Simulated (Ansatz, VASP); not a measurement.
**CuO in VASP and in Ansatz**

```
Cu O
1.0
     4.17442    0.00000    0.33057
     0.00000    4.15212    0.00000
    -0.41249    0.00000    5.20160
Cu O
4 4
Direct
  0.25000 0.25000 0.00000
  0.25000 0.75000 0.50000
  0.75000 0.75000 0.00000
  0.75000 0.25000 0.50000
  0.50000 0.99996 0.25000
  0.50000 0.00004 0.75000
  0.00000 0.49996 0.25000
  0.00000 0.50004 0.75000
```

Alike in both runs: task single point; functional PBE; k mesh 4 × 4 × 3; occupations gaussian, width 0.05 eV; collinear spin; Hubbard terms Cu d U = 4.0 eV.

```csv
,VASP,Ansatz
version,VASP 6.6.1,Ansatz 0.2.0
potentials or method,"VASP PAW PBE potentials, release 64 (Cu, O), cutoff 520 eV","scalar-relativistic, plane waves, PAW"
valence electrons in the cell,68,100
```

Ansatz gave:

| Item | Value |
| --- | --- |
| pressure (GPa) | -0.1 |
| net moment per atom (μB) | 0.00 |
| size of the moment on the site where the two differ most (μB) | 0.55 |

Q: What did VASP give for the same quantities?

A: Pressure (GPa): -2.8; net moment per atom (μB): 0.00; size of the moment on the site where the two differ most (μB): 0.60.

Site moments also hang on the region over which each program counts them. The programs project onto different local orbitals, so the same U acts differently, and such runs can settle in different states. VASP's potentials hold 68 valence electrons a cell and Ansatz's 100, so a difference there can come from the potentials and not from the codes. Ansatz's warnings: filled band counts differ across k points.
